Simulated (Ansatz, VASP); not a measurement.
Zr in VASP and in Ansatz

```xyz
2
Lattice="3.1440 0.0000 0.0000 -1.5720 2.7228 0.0000 0.0000 0.0000 5.0895" Properties=species:S:1:pos:R:3 pbc="T T T"
Zr    0.0000    1.8152    1.2724
Zr    1.5720    0.9076    3.8171
```

Alike in both runs: task single point; functional LDA; k mesh 12 × 12 × 6; no spin polarisation.

|  | VASP | Ansatz |
| --- | --- | --- |
| version | VASP 6.6.1 | Ansatz 0.2.0 |
| potentials or method | VASP PAW LDA potentials, release 64 (Zr_sv), cutoff 520 eV | plane waves (420 eV) with PAW, scalar-relativistic |
| occupations | methfessel-paxton of order 1, width 0.1 eV | cold, width 0.1 eV |
| valence electrons in the cell | 24 | 24 |

```csv
,VASP,Ansatz,Ansatz less VASP
pressure (GPa),0.1,0.1,-0.08
"traceless stress, the component that is largest in VASP (GPa)",-0.52,-0.47,+0.047
```

Ansatz warns that its potentials were made for another functional, while VASP's fit it. LDA's correlation is that of Perdew and Zunger in VASP and of Perdew and Wang (1992) in Ansatz.
